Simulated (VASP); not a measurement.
# Cu (Fm-3m) in VASP: a series of runs

The runs below take Cu through single point, with LDA, PBE, PBEsol.

Program: VASP 6.6.1. These are calculated values, not measurements. Logs are shortened: lines on timing, memory, paths and dates and some standing lists are left out, and cuts for length are marked.

### Step 1. The cell of the first run

Symmetry: Fm-3m, No. 225, cubic system. The conventional cell has a = 3.509 Å, b = 3.509 Å, c = 3.509 Å, α = 90.00°, β = 90.00°, γ = 90.00°. Cu (site symmetry m-3m) has 12 Cu at 2.48 Å within 3.3 Å.

### Step 2. Single point, LDA

The input, INCAR:

```
  ALGO = Normal
  EDIFF = 1E-6
  ENCUT = 520
  ISIF = 2
  ISMEAR = -1
  LASPH = T
  LCHARG = F
  LREAL = F
  LWAVE = F
  NBANDS = 12
  NELM = 80
  PREC = Accurate
  SIGMA = 0.06
```

The input, KPOINTS:

```
k-points
0
Gamma
  12 12 12
```

The input, POSCAR:

```
Cu
1.0
    0.0000000000      1.7547400000      1.7547400000
    1.7547400000      0.0000000000      1.7547400000
    1.7547400000      1.7547400000      0.0000000000
Cu
1
Direct
    0.0000000000      0.0000000000      0.0000000000
```

Potentials or basis: VASP PAW LDA potentials, release 64 (Cu).

The run is started by

```console
> cat potpaw_LDA.64/Cu/POTCAR > POTCAR
> mpirun -np 1 vasp_std > vasp.out
```

OUTCAR:

```text
EDIFF = 1E-6
   ENCUT = 520
   ISIF = 2
   ISMEAR = -1
   LASPH = T
   LREAL = F
   NELM = 80
   PREC = Accurate

 ion  position               nearest neighbor table
   1  0.000  0.000  0.000-

  LATTYP: Found a face centered cubic cell.
 ALAT       =     3.5094800000

  Lattice vectors:

 A1 = (   0.0000000000,   1.7547400000,   1.7547400000)
 A2 = (   1.7547400000,   0.0000000000,   1.7547400000)
 A3 = (   1.7547400000,   1.7547400000,   0.0000000000)

Analysis of symmetry for initial positions (statically):
=====================================================================
 Subroutine PRICEL returns:
 Original cell was already a primitive cell.

 Routine SETGRP: Setting up the symmetry group for a
 face centered cubic supercell.

 Subroutine GETGRP returns: Found 48 space group operations
 (whereof 48 operations were pure point group operations)
 out of a pool of 48 trial point group operations.

The static configuration has the point symmetry O_h .

Analysis of symmetry for dynamics (positions and initial velocities):
=====================================================================
 Subroutine PRICEL returns:
 Original cell was already a primitive cell.

 Routine SETGRP: Setting up the symmetry group for a
 face centered cubic supercell.

 Subroutine GETGRP returns: Found 48 space group operations
 (whereof 48 operations were pure point group operations)
 out of a pool of 48 trial point group operations.

The dynamic configuration has the point symmetry O_h .

 Subroutine INISYM returns: Found 48 space group operations
 (whereof 48 operations are pure point group operations),
 and found     1 'primitive' translations

----------------------------------------------------------------------------------------

                                     Primitive cell

  volume of cell :      10.8061

  direct lattice vectors                    reciprocal lattice vectors
     0.000000000  1.754740000  1.754740000    -0.284942499  0.284942499  0.284942499
     1.754740000  0.000000000  1.754740000     0.284942499 -0.284942499  0.284942499
     1.754740000  1.754740000  0.000000000     0.284942499  0.284942499 -0.284942499

  length of vectors
     2.481577106  2.481577106  2.481577106     0.493534885  0.493534885  0.493534885

  position of ions in fractional coordinates (direct lattice)
     0.000000000  0.000000000  0.000000000

  ion indices of the primitive-cell ions
   primitive index   ion index
                 1           1

----------------------------------------------------------------------------------------

 KPOINTS: k-points

Automatic generation of k-mesh.
 Grid dimensions read from file:
 generate k-points for:   12   12   12

 Generating k-lattice:

  Cartesian coordinates                     Fractional coordinates (reciprocal lattice)
    -0.023745208  0.023745208  0.023745208     0.083333333  0.000000000  0.000000000
     0.023745208 -0.023745208  0.023745208     0.000000000  0.083333333  0.000000000
     0.023745208  0.023745208 -0.023745208     0.000000000  0.000000000  0.083333333

  Length of vectors
     0.041127907  0.041127907  0.041127907

  Shift w.r.t. Gamma in fractional coordinates (k-lattice)
     0.000000000  0.000000000  0.000000000

 Subroutine IBZKPT returns following result:
 ===========================================

 Found     72 irreducible k-points:

 Following reciprocal coordinates:
            Coordinates               Weight
  0.000000  0.000000  0.000000      1.000000
  0.083333  0.000000  0.000000      8.000000
  0.166667  0.000000  0.000000      8.000000
  0.250000  0.000000  0.000000      8.000000
  0.333333  0.000000  0.000000      8.000000
  0.416667  0.000000  0.000000      8.000000
[... 16 lines left out ...]
  0.500000  0.166667  0.000000     24.000000
 -0.416667  0.166667  0.000000     24.000000
 [... further k-points ...]
   k-points           NKPTS =     72   k-points in BZ     NKDIM =     72   number of bands    NBANDS=     12
   number of dos      NEDOS =    301   number of ions     NIONS =      1
   total plane-waves  NPLWV =   5832
   dimension x,y,z NGX =    18 NGY =   18 NGZ =   18
   dimension x,y,z NGXF=    36 NGYF=   36 NGZF=   36
   ions per type =               1
   NGX,Y,Z   is equivalent  to a cutoff of  12.06, 12.06, 12.06 a.u.
   NGXF,Y,Z  is equivalent  to a cutoff of  24.12, 24.12, 24.12 a.u.
 SYSTEM =  unknown system
   PREC   = accura    normal or accurate (medium, high low for compatibility)
   ISTART =      0    job   : 0-new  1-cont  2-samecut
   ICHARG =      2    charge: 1-file 2-atom 10-const
   ISPIN  =      1    spin polarized calculation?
   LNONCOLLINEAR =      F non collinear calculations
   LSORBIT =      F    spin-orbit coupling
   LASPH  =      T    aspherical Exc in radial PAW
   ENCUT  =  520.0 eV  38.22 Ry    6.18 a.u.   4.61  4.61  4.61*2*pi/ulx,y,z
   NELM   =     80;   NELMIN=  2; NELMDL= -5     # of ELM steps
   EDIFF  = 0.1E-05   stopping-criterion for ELM
   LREAL  =      F    real-space projection
   EDIFFG = 0.1E-04   stopping-criterion for IOM
   NSW    =      0    number of steps for IOM
   IBRION =     -1    ionic relax: 0-MD 1-quasi-New 2-CG
   NFREE  =      0    steps in history (QN), initial steepest desc. (CG)
   ISIF   =      2    stress and relaxation
   ISYM   =      2    0-nonsym 1-usesym 2-fastsym
   POTIM  = 0.5000    time-step for ionic-motion
   TEBEG  =    0.0;   TEEND  =   0.0 temperature during run
   PSTRESS=    0.0 pullay stress
   NELECT =      11.0000    total number of electrons
   NUPDOWN=      -1.0000    fix difference up-down
   EMIN   =  10.00;   EMAX   =-10.00  energy-range for DOS
   EFERMI =   0.00;   METHOD = LEGACY
   ISMEAR =    -1;   SIGMA  =   0.06  broadening in eV -4-tet -1-fermi 0-gaus
   EFERMI_NEDOS =   21; number of points for ismear=-14 and -15
   IALGO  =     38    algorithm
   IMIX   =      4    mixing-type and parameters
     AMIX     =   0.40;   BMIX     =  1.00
     AMIX_MAG =   1.60;   BMIX_MAG =  1.00
  volume/ion in A,a.u.               =      10.81        72.92
  Fermi-wavevector in a.u.,A,eV,Ry     =   1.646833  3.112064 36.899812  2.712060
  Thomas-Fermi vector in A             =   2.736394
   LORBIT       =      0    0 simple, 1 ext, 2 COOP (PROOUT), +10 PAW based schemes
   GGA     = CA    functional components
   LHFCALC =     F    Hartree Fock is set to
   AEXX    =    0.0000 exact exchange contribution
   IVDW    =     0    specifies the selected vdW correction
   LEPSILON=     F    determine dielectric tensor
   LRPA    =     F    only Hartree local field effects (RPA)
 non-spin polarized calculation
  energy-cutoff  :      520.00
  volume of cell :       10.81
 maximum number of plane-waves:       303
   NGX =  9   NGY =  9   NGZ =  9

 number of electron      10.9999993 magnetization

 Free energy of the ion-electron system (eV)
  ---------------------------------------------------
  ext. energy  EPLUGINS =         0.00000000
  ---------------------------------------------------
  free energy    TOTEN  =        -4.70506300 eV

  energy without entropy =       -4.70150024  energy(sigma->0) =       -4.70328162

 E-fermi :   8.4444     XC(G=0): -13.6309

 val. band max:        8.2988959829   @ k =   0.4167   0.4167   0.0000
 cond. band min:       8.4595462208   @ k =   0.5000   0.3333   0.1667
 fundamental gap:      0.1606502379
 Fermi energy:         8.4444163335

 k-point     1 :       0.0000    0.0000    0.0000
  band No.  band energies     occupation
      1      -1.5394      2.00000
      2       5.1401      2.00000
      3       5.1401      2.00000
      4       5.1401      2.00000
      5       6.1013      2.00000
      6       6.1013      2.00000
      7      31.8860      0.00000
      8      35.0694      0.00000
      9      35.0694      0.00000
     10      35.0694      0.00000
     11      37.6970      0.00000
     12      37.6970      0.00000

 k-point     2 :       0.0833    0.0000    0.0000
  band No.  band energies     occupation
      1      -1.2705      2.00000
      2       5.0792      2.00000
      3       5.1932      2.00000
      4       5.1932      2.00000
      5       6.0808      2.00000
      6       6.0808      2.00000
      7      30.3518      0.00000
      8      33.0265      0.00000
      9      34.3760      0.00000
     10      34.3760      0.00000
     11      38.7319      0.00000
     12      38.7319      0.00000

 k-point     3 :       0.1667    0.0000    0.0000
  band No.  band energies     occupation
      1      -0.4884      2.00000
      2       4.9374      2.00000
      3       5.2998      2.00000
      4       5.2998      2.00000
      5       6.0694      2.00000
      6       6.0694      2.00000
      7      26.0684      0.00000
      8      32.4820      0.00000
      9      33.3850      0.00000
     10      33.3850      0.00000
     11      39.5256      0.00000
     12      39.9961      0.00000

 k-point     4 :       0.2500    0.0000    0.0000
  band No.  band energies     occupation
      1       0.7039      2.00000
      2       4.8487      2.00000
      3       5.3218      2.00000
      4       5.3218      2.00000
      5       6.1918      2.00000
      6       6.1918      2.00000
      7      21.7050      0.00000
      8      31.8817      0.00000
      9      32.6251      0.00000
     10      32.6251      0.00000
     11      38.4412      0.00000
     12      38.4412      0.00000

 k-point     5 :       0.3333    0.0000    0.0000
  band No.  band energies     occupation
      1       1.9777      2.00000
      2       5.1389      2.00000
      3       5.2362      2.00000
      4       5.2362      2.00000
      5       6.4401      2.00000
      6       6.4401      2.00000
      7      17.7038      0.00000
      8      31.1451      0.00000
      9      32.1400      0.00000
     10      32.1400      0.00000
     11      36.5906      0.00000
     12      36.5906      0.00000
[... 228 lines left out ...]
      1       1.9004      2.00000
      2       4.4303      2.00000
      3       5.2033      2.00000
      4       5.6469      2.00000
      5       6.4698      2.00000
      6       6.5487      2.00000
      7      21.0114      0.00000
      8      27.3553      0.00000
      9      28.2557      0.00000
     10      30.4425      0.00000
     11      36.9565      0.00000
     12      42.0118      0.00000

 k-point    22 :       0.4167    0.1667    0.0000
  band No.  band energies     occupation
      1       2.9172      2.00000
      2       4.5459      2.00000
      3       5.0525      2.00000
      4       5.5656      2.00000
      5       6.7292      2.00000
      6       7.4482      2.00000
      7      17.1423      0.00000
      8      26.5922      0.00000
      9      27.1847      0.00000
     10      29.9721      0.00000
     11      40.2252      0.00000
     12      41.4152      0.00000

 k-point    23 :       0.5000    0.1667    0.0000
  band No.  band energies     occupation
      1       3.3276      2.00000
      2       4.6816      2.00000
      3       5.2307      2.00000
      4       5.4787      2.00000
      5       6.7747      2.00000
      6       8.9935      0.00021
      7      13.9524      0.00000
      8      25.1316      0.00000
      9      27.6443      0.00000
     10      29.9305      0.00000
     11      40.1460      0.00000
     12      40.5133      0.00000

 k-point    24 :      -0.4167    0.1667    0.0000
  band No.  band energies     occupation
      1       3.3871      2.00000
      2       4.7349      2.00000
      3       5.3241      2.00000
      4       5.4388      2.00000
      5       6.6380      2.00000
      6       9.5331      0.00000
      7      13.2480      0.00000
      8      24.0936      0.00000
      9      28.7439      0.00000
     10      30.3170      0.00000
     11      39.2224      0.00000
     12      40.0133      0.00000

 [... further k-points ...]

------------------------ aborting loop because EDIFF is reached ----------------------------------------

  FORCE on cell =-STRESS in cart. coord.  units (eV):
  Direction    XX          YY          ZZ          XY          YZ          ZX
  --------------------------------------------------------------------------------------
  -------------------------------------------------------------------------------------
  Total        0.1519136      0.1519136      0.1519136      0.0000000      0.0000000     -0.0000000
  in kB       22.5236581     22.5236581     22.5236581      0.0000000      0.0000000     -0.0000000
  external PRESSURE =      22.5236581 kB  Pullay stress =       0.0000000 kB

 VOLUME and BASIS-vectors are now :
 -----------------------------------------------------------------------------
  energy-cutoff  :      520.00
  volume of cell :       10.81
      direct lattice vectors                 reciprocal lattice vectors
     0.000000000  1.754740000  1.754740000    -0.284942499  0.284942499  0.284942499
     1.754740000  0.000000000  1.754740000     0.284942499 -0.284942499  0.284942499
     1.754740000  1.754740000  0.000000000     0.284942499  0.284942499 -0.284942499

 POSITION                                       TOTAL-FORCE (eV/Angst)
 -----------------------------------------------------------------------------------
      0.00000      0.00000      0.00000        -0.000000     -0.000000      0.000000
 -----------------------------------------------------------------------------------
    total drift:                                0.000000     -0.000000      0.000000

  FREE ENERGIE OF THE ION-ELECTRON SYSTEM (eV)
  ---------------------------------------------------
  free  energy   TOTEN  =        -4.7050630031 eV

  energy  without entropy=       -4.7015002372  energy(sigma->0) =       -4.70328162
```

Wall time 14 s (1 thread of AMD EPYC 7R13, shared host); peak memory 0.09 GiB.

Results:

* Free energy: -4.7051 eV
* Pressure: 2.3 GPa

Levels at points of the mesh, in eV from the Fermi level:
```tsv
k point	band 3	band 4	band 5	band 6	band 7	band 8	band 9	band 10
(0.00, 0.00, 0.00)	-3.30	-3.30	-2.34	-2.34	23.44	26.62	26.62	26.62
(0.50, 0.00, 0.00)	-3.34	-1.69	-1.69	-1.18	4.25	21.92	23.39	23.39
(0.50, 0.50, 0.00)	-1.71	-1.53	-1.53	1.48	7.82	13.77	13.77	18.64
```

### Step 3. Single point, PBE

The input, INCAR:

```
  ALGO = Normal
  EDIFF = 1E-6
  ENCUT = 520
  GGA = PE
  ISIF = 2
  ISMEAR = -1
  LASPH = True
  LCHARG = True
  LELF = True
  LREAL = False
  LVHAR = True
  LWAVE = False
  NBANDS = 12
  NELM = 100
  PREC = Accurate
  SIGMA = 0.06
```

KPOINTS is that of step 2.

POSCAR is that of step 2.

Potentials or basis: VASP PAW PBE potentials, release 64 (Cu).

The run is started by

```console
> cat potpaw_PBE.64/Cu/POTCAR > POTCAR
> mpirun -np 1 vasp_std > vasp.out
```

Run time: 14 s. Hardware: 1 thread of AMD EPYC 7R13, shared host; peak memory 0.09 GiB.

It converged, with:

```yaml
Free_energy: -3.6624 eV
Pressure: 18.8 GPa
```

Levels at points of the mesh, in eV from the Fermi level:
```tsv
k point	band 3	band 4	band 5	band 6	band 7	band 8	band 9	band 10
(0.00, 0.00, 0.00)	-3.27	-3.27	-2.33	-2.33	23.35	26.70	26.70	26.70
(0.50, 0.00, 0.00)	-3.31	-1.68	-1.68	-1.22	4.27	21.80	23.54	23.54
(0.50, 0.50, 0.00)	-1.70	-1.51	-1.51	1.48	7.80	13.84	13.84	18.56
```

(Part 1 of 3 ends here.)
